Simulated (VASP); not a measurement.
Input of a VASP 6.6.1 run:

The input POSCAR:

```
BaTe
1.0
    0.0000000000      3.5079006300      3.5079006300
    3.5079006300      0.0000000000      3.5079006300
    3.5079006300      3.5079006300      0.0000000000
Ba Te
1 1
Direct
    0.0000000000      0.0000000000      0.0000000000
    0.5000000000      0.5000000000      0.5000000000
```

File INCAR.step1:

```
SYSTEM = BaTe
PREC = Accurate
ENCUT = 520
ISMEAR = -1
SIGMA = 0.02
LREAL = .FALSE.
LASPH = .TRUE.
NELM = 60
GGA = PE
ALGO = Normal
EDIFF = 1E-4
LWAVE = .TRUE.
LCHARG = .FALSE.
```

INCAR.step2

```
SYSTEM = BaTe
PREC = Accurate
ENCUT = 520
EDIFF = 1E-6
ISMEAR = -1
SIGMA = 0.02
LREAL = .FALSE.
LASPH = .TRUE.
NELM = 60
ALGO = Normal
ISIF = 2
LWAVE = .FALSE.
LCHARG = .FALSE.
METAGGA = R2SCAN
LMIXTAU = .TRUE.
IBRION = 2
NSW = 50
EDIFFG = -0.01
ISTART = 1
```

The input KPOINTS:

```
Automatic mesh
0
G
  8 8 8
  0 0 0
```

Potentials or basis: VASP PAW PBE potentials, release 64 (Ba_sv, Te).

The run is started by

```console
$ cat potpaw_PBE.64/Ba_sv/POTCAR potpaw_PBE.64/Te/POTCAR > POTCAR
$ cp INCAR.step1 INCAR
$ mpirun -np 1 vasp_std > vasp.out
$ cp INCAR.step2 INCAR
$ mpirun -np 1 vasp_std > vasp.out
```

Predict the band gap on the k mesh.

1.89 eV, indirect (least direct gap 2.28 eV).

Final structure:
```xyz
2
Lattice="0.0000 3.5079 3.5079 3.5079 0.0000 3.5079 3.5079 3.5079 0.0000" Properties=species:S:1:pos:R:3 pbc="T T T"
Ba    0.0000    0.0000    0.0000
Te    3.5079    3.5079    3.5079
```

Caveat: the relaxation stopped at its first step, so nothing moved; spin-orbit coupling is left out, which moves the levels of the heavy elements. A k mesh can miss the band edges.
